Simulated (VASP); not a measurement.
A run of VASP 6.6.1 is set up as follows.

File INCAR:

```
PREC = Accurate
ENCUT = 520
EDIFF = 1E-7
ISMEAR = 0
SIGMA = 0.1
LREAL = F
LASPH = T
NELM = 100
ALGO = Normal
ISIF = 2
LWAVE = F
LCHARG = T
GGA = PE
LELF = T
LVHAR = T
NBANDS = 16
```

The input KPOINTS:

```
Automatic mesh
0
Gamma
  6 6 6
```

POSCAR

```
LiH3
1.0
   -2.1736572400      2.1736572400      3.4039297800
    2.1736572400     -2.1736572400      3.4039297800
    2.1736572400      2.1736572400     -3.4039297800
Li H
2 6
Direct
    0.2505385600      0.2505385600      0.0000000000
    0.7494614400      0.7494614400      0.0000000000
    0.5698218900      0.0698218900      0.5000000000
    0.0698218900      0.5698218900      0.5000000000
    0.4301781100      0.9301781100      0.5000000000
    0.9301781100      0.4301781100      0.5000000000
    0.7500000000      0.2500000000      0.5000000000
    0.2500000000      0.7500000000      0.5000000000
```

Potentials or basis: VASP PAW PBE potentials, release 64 (Li_sv, H).

Run with:

```sh
$ cat potpaw_PBE.64/Li_sv/POTCAR potpaw_PBE.64/H/POTCAR > POTCAR
$ mpirun -np 1 vasp_std > vasp.out
```

Estimate the band gap on the k mesh.

zero (bands 6 and 7 overlap by 1.55 eV).

What does it give for the largest force?

0.212 eV/Å.

Forces on the atoms (eV/Å):
```
Li   0.000  0.000 -0.002
Li   0.000  0.000  0.002
H    0.000  0.000 -0.212
H    0.000  0.000 -0.212
H    0.000  0.000  0.212
H    0.000  0.000  0.212
H    0.000  0.000  0.000
H    0.000  0.000  0.000
```
